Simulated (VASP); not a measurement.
# SiC (I4/mmm) in VASP: relaxation of cell and atoms with PBE

Aim: the relaxation of cell and atoms of SiC with PBE.

Program: VASP 6.6.1. These are calculated values, not measurements. Logs are shortened: lines on timing, memory, paths and dates and some standing lists are left out, and cuts for length are marked.

## 1. The cell of the first run

Symmetry: I4/mmm, No. 139, tetragonal system. Conventional cell: a = 2.878 Å, b = 2.878 Å, c = 4.019 Å, α = 90.00°, β = 90.00°, γ = 90.00°. Within 2.7 Å of Si (site symmetry 4/mmm) lie 6 C at 2.01 to 2.03 Å. Within 2.7 Å of C (site symmetry 4/mmm) lie 6 Si at 2.01 to 2.03 Å.

## 2. Relaxation of cell and atoms, PBE

The input, INCAR:

```
SYSTEM = SiC
  PREC = Accurate
  ENCUT = 600
  EDIFF = 1E-7
  ISMEAR = 0
  SIGMA = 0.1
  LREAL = .False.
  LASPH = .True.
  NELM = 100
  ALGO = Normal
  ISIF = 3
  LWAVE = .False.
  LCHARG = .False.
  GGA = PE
  IBRION = 2
  NSW = 100
  EDIFFG = -0.01
```

The input, KPOINTS:

```
regular mesh
0
Gamma
  26 26 26
  0 0 0
```

The input, POSCAR:

```
SiC
1.0
   -1.4388530806      1.4388530806      2.0096162083
    1.4388530806     -1.4388530806      2.0096162083
    1.4388530806      1.4388530806     -2.0096162083
Si C
1 1
Direct
    0.5000000000      0.5000000000      0.0000000000
    0.0000000000      0.0000000000      0.0000000000
```

Potentials or basis: VASP PAW PBE potentials, release 64 (Si, C).

Launch:

```
$ cat potpaw_PBE.64/Si/POTCAR potpaw_PBE.64/C/POTCAR > POTCAR
$ mpirun -np 1 vasp_std > vasp.out
```

OUTCAR:

```text
SYSTEM = SiC
   PREC = Accurate
   ENCUT = 600
   EDIFF = 1E-7
   ISMEAR = 0
   LREAL = .False.
   LASPH = .True.
   NELM = 100
   ISIF = 3
   GGA = PE
   IBRION = 2
   NSW = 100
   EDIFFG = -0.01

 ion  position               nearest neighbor table
   1  0.500  0.500  0.000-   2 2.01   2 2.01   2 2.03   2 2.03   2 2.03   2 2.03
   2  0.000  0.000  0.000-   1 2.01   1 2.01   1 2.03   1 2.03   1 2.03   1 2.03

  LATTYP: Found a body centered tetragonal cell.
 ALAT       =     2.8777061612
 C/A-ratio  =     1.3966792269

  Lattice vectors:

 A1 = (  -1.4388530806,   1.4388530806,   2.0096162083)
 A2 = (   1.4388530806,  -1.4388530806,   2.0096162083)
 A3 = (   1.4388530806,   1.4388530806,  -2.0096162083)

Analysis of symmetry for initial positions (statically):
=====================================================================
 Subroutine PRICEL returns:
 Original cell was already a primitive cell.

 Routine SETGRP: Setting up the symmetry group for a
 body centered tetragonal supercell.

 Subroutine GETGRP returns: Found 16 space group operations
 (whereof 16 operations were pure point group operations)
 out of a pool of 16 trial point group operations.

The static configuration has the point symmetry D_4h.

Analysis of symmetry for dynamics (positions and initial velocities):
=====================================================================
 Subroutine PRICEL returns:
 Original cell was already a primitive cell.

 Routine SETGRP: Setting up the symmetry group for a
 body centered tetragonal supercell.

 Subroutine GETGRP returns: Found 16 space group operations
 (whereof 16 operations were pure point group operations)
 out of a pool of 16 trial point group operations.

The dynamic configuration has the point symmetry D_4h.

 Subroutine INISYM returns: Found 16 space group operations
 (whereof 16 operations are pure point group operations),
 and found     1 'primitive' translations

----------------------------------------------------------------------------------------

                                     Primitive cell

  volume of cell :      16.6420

  direct lattice vectors                    reciprocal lattice vectors
    -1.438853081  1.438853081  2.009616208     0.000000000  0.347498995  0.248803726
     1.438853081 -1.438853081  2.009616208     0.347498995  0.000000000  0.248803726
     1.438853081  1.438853081 -2.009616208     0.347498995  0.347498995  0.000000000

  length of vectors
     2.859921971  2.859921971  2.859921971     0.427386062  0.427386062  0.491437792

  position of ions in fractional coordinates (direct lattice)
     0.500000000  0.500000000  0.000000000
     0.000000000  0.000000000  0.000000000

  ion indices of the primitive-cell ions
   primitive index   ion index
                 1           1
                 2           2

----------------------------------------------------------------------------------------

 KPOINTS: regular mesh

Automatic generation of k-mesh.
 Grid dimensions read from file:
 generate k-points for:   26   26   26

 Generating k-lattice:

  Cartesian coordinates                     Fractional coordinates (reciprocal lattice)
     0.000000000  0.013365346  0.009569374     0.038461538  0.000000000  0.000000000
     0.013365346  0.000000000  0.009569374     0.000000000  0.038461538  0.000000000
     0.013365346  0.013365346  0.000000000     0.000000000  0.000000000  0.038461538

  Length of vectors
     0.016437925  0.016437925  0.018901454

  Shift w.r.t. Gamma in fractional coordinates (k-lattice)
     0.000000000  0.000000000  0.000000000

 Subroutine IBZKPT returns following result:
 ===========================================

 Found   1330 irreducible k-points:

 Following reciprocal coordinates:
            Coordinates               Weight
  0.000000  0.000000  0.000000      1.000000
  0.038462  0.000000  0.000000      8.000000
  0.076923  0.000000  0.000000      8.000000
  0.115385 -0.000000  0.000000      8.000000
  0.153846 -0.000000  0.000000      8.000000
  0.192308  0.000000 -0.000000      8.000000
[... 16 lines left out ...]
  0.346154  0.038462  0.000000     16.000000
  0.384615  0.038462 -0.000000     16.000000
 [... further k-points ...]
   k-points           NKPTS =   1330   k-points in BZ     NKDIM =   1330   number of bands    NBANDS=      8
   number of dos      NEDOS =    301   number of ions     NIONS =      2
   total plane-waves  NPLWV =  13824
   dimension x,y,z NGX =    24 NGY =   24 NGZ =   24
   dimension x,y,z NGXF=    48 NGYF=   48 NGZF=   48
   ions per type =               1   1
   NGX,Y,Z   is equivalent  to a cutoff of  13.95, 13.95, 13.95 a.u.
   NGXF,Y,Z  is equivalent  to a cutoff of  27.90, 27.90, 27.90 a.u.
 SYSTEM =  SiC
   PREC   = accura    normal or accurate (medium, high low for compatibility)
   ISTART =      0    job   : 0-new  1-cont  2-samecut
   ICHARG =      2    charge: 1-file 2-atom 10-const
   ISPIN  =      1    spin polarized calculation?
   LNONCOLLINEAR =      F non collinear calculations
   LSORBIT =      F    spin-orbit coupling
   LASPH  =      T    aspherical Exc in radial PAW
   ENCUT  =  600.0 eV  44.10 Ry    6.64 a.u.   5.71  5.71  5.71*2*pi/ulx,y,z
   NELM   =    100;   NELMIN=  2; NELMDL= -5     # of ELM steps
   EDIFF  = 0.1E-06   stopping-criterion for ELM
   LREAL  =      F    real-space projection
   EDIFFG = -.1E-01   stopping-criterion for IOM
   NSW    =    100    number of steps for IOM
   IBRION =      2    ionic relax: 0-MD 1-quasi-New 2-CG
   NFREE  =      1    steps in history (QN), initial steepest desc. (CG)
   ISIF   =      3    stress and relaxation
   ISYM   =      2    0-nonsym 1-usesym 2-fastsym
   POTIM  = 0.5000    time-step for ionic-motion
   TEBEG  =    0.0;   TEEND  =   0.0 temperature during run
   PSTRESS=    0.0 pullay stress
   NELECT =       8.0000    total number of electrons
   NUPDOWN=      -1.0000    fix difference up-down
   EMIN   =  10.00;   EMAX   =-10.00  energy-range for DOS
   EFERMI =   0.00;   METHOD = LEGACY
   ISMEAR =     0;   SIGMA  =   0.10  broadening in eV -4-tet -1-fermi 0-gaus
   EFERMI_NEDOS =   21; number of points for ismear=-14 and -15
   IALGO  =     38    algorithm
   IMIX   =      4    mixing-type and parameters
     AMIX     =   0.40;   BMIX     =  1.00
     AMIX_MAG =   1.60;   BMIX_MAG =  1.00
  volume/ion in A,a.u.               =       8.32        56.15
  Fermi-wavevector in a.u.,A,eV,Ry     =   1.282437  2.423455 22.376761  1.644646
  Thomas-Fermi vector in A             =   2.414749
   LORBIT       =      0    0 simple, 1 ext, 2 COOP (PROOUT), +10 PAW based schemes
   GGA     = PE    functional components
   LHFCALC =     F    Hartree Fock is set to
   AEXX    =    0.0000 exact exchange contribution
   IVDW    =     0    specifies the selected vdW correction
   LEPSILON=     F    determine dielectric tensor
   LRPA    =     F    only Hartree local field effects (RPA)
 conjugate gradient relaxation of ions
 non-spin polarized calculation
 Gauss-broadening in eV      SIGMA  =   0.10
  energy-cutoff  :      600.00
  volume of cell :       16.64
 maximum number of plane-waves:       568
   NGX = 11   NGY = 11   NGZ = 11

--------------------------------------- Ionic step        1  -------------------------------------------

 number of electron       8.0000000 magnetization

 Free energy of the ion-electron system (eV)
  ---------------------------------------------------
  ext. energy  EPLUGINS =         0.00000000
  ---------------------------------------------------
  free energy    TOTEN  =       -13.57577693 eV

  energy without entropy =      -13.57393995  energy(sigma->0) =      -13.57485844

------------------------ aborting loop because EDIFF is reached ----------------------------------------

  FORCE on cell =-STRESS in cart. coord.  units (eV):
  Direction    XX          YY          ZZ          XY          YZ          ZX
  --------------------------------------------------------------------------------------
  -------------------------------------------------------------------------------------
  Total       -0.0156987     -0.0156987      0.2865548      0.0000000     -0.0000000      0.0000000
  in kB       -1.5113648     -1.5113648     27.5874926      0.0000000     -0.0000000      0.0000000
  external PRESSURE =       8.1882543 kB  Pullay stress =       0.0000000 kB
[... 93 lines left out ...]
  energy  without entropy=      -13.5748856267  energy(sigma->0) =      -13.57584950

--------------------------------------- Ionic step        4  -------------------------------------------

 number of electron       8.0000000 magnetization

 Free energy of the ion-electron system (eV)
  ---------------------------------------------------
  ext. energy  EPLUGINS =         0.00000000
  ---------------------------------------------------
  free energy    TOTEN  =       -13.57712484 eV

  energy without entropy =      -13.57520875  energy(sigma->0) =      -13.57616679

 E-fermi :  12.2584     XC(G=0): -12.6723

 val. band max:       12.2494887806   @ k =  -0.0769  -0.1154   0.0385
 cond. band min:      12.2621022145   @ k =  -0.1154   0.1538   0.0769
 fundamental gap:      0.0126134339
 Fermi energy:        12.2584312127

 k-point     1 :       0.0000    0.0000    0.0000
  band No.  band energies     occupation
      1      -6.0886      2.00000
      2      12.3135      0.43599
      3      12.3135      0.43599
      4      12.3222      0.36733
      5      19.6877      0.00000
      6      21.2523      0.00000
      7      21.2601      0.00000
      8      21.2601      0.00000
[... 243 lines left out ...]
 k-point    24 :       0.3846    0.0385   -0.0000
  band No.  band energies     occupation
      1      -2.3512      2.00000
      2       2.7102      2.00000
      3      10.9859      2.00000
      4      11.4563      2.00000
      5      17.7978      0.00000
      6      17.9291      0.00000
      7      18.4377      0.00000
      8      22.3754      0.00000

 [... further k-points ...]
[... 5 lines left out ...]
  --------------------------------------------------------------------------------------
  -------------------------------------------------------------------------------------
  Total        0.0198257      0.0198257      0.0087941      0.0000000     -0.0000000      0.0000000
  in kB        1.9039361      1.9039361      0.8445277      0.0000000     -0.0000000      0.0000000
  external PRESSURE =       1.5508000 kB  Pullay stress =       0.0000000 kB
[... 17 lines left out ...]
  FREE ENERGIE OF THE ION-ELECTRON SYSTEM (eV)
  ---------------------------------------------------
  free  energy   TOTEN  =       -13.5771248406 eV

  energy  without entropy=      -13.5752087472  energy(sigma->0) =      -13.57616679

 reached required accuracy - stopping structural energy minimisation
```

Run time: 13 min. Hardware: 1 thread of Oxide Virtual Turin-like, shared host; peak memory 0.3 GiB.

Results:

- Free energy: -13.5771 eV
- Relaxed volume: 8.34 Å³/atom
- Relaxed cell: a = 2.868 Å, b = 2.868 Å, c = 2.868 Å, α = 120.02°, β = 120.02°, γ = 89.97°
- Space group after relaxing (to 0.05 Å): Fm-3m (No. 225)
- Energy gained by relaxing: 0.7 meV/atom
- Ionic steps: 4
- Pressure after relaxing: 0.2 GPa
- Band gap on the k mesh: zero (band 4 reaches 12.40 eV, above the bottom of band 5 at 11.34 eV)

Stress tensor (GPa, compression positive):
```
0.19 0.00 0.00
0.00 0.19 0.00
0.00 0.00 0.08
```

The path:
| step | energy change (eV) | largest force (eV/Å) | pressure (GPa) | volume (Å³) |
| --- | --- | --- | --- | --- |
| 1 | 0.0000 | 0.0000 | 0.82 | 16.64 |
| 2 | -0.0010 | 0.0000 | -0.72 | 16.74 |
| 3 | -0.0010 | 0.0000 | -0.82 | 16.75 |
| 4 | -0.0013 | 0.0000 | 0.16 | 16.68 |

Final structure:
```
CELL_PARAMETERS angstrom
-1.43381 1.43381 2.02882
1.43381 -1.43381 2.02882
1.43381 1.43381 -2.02882
ATOMIC_POSITIONS crystal
Si 0.50000 0.50000 0.00000
C 0.00000 0.00000 0.00000
```
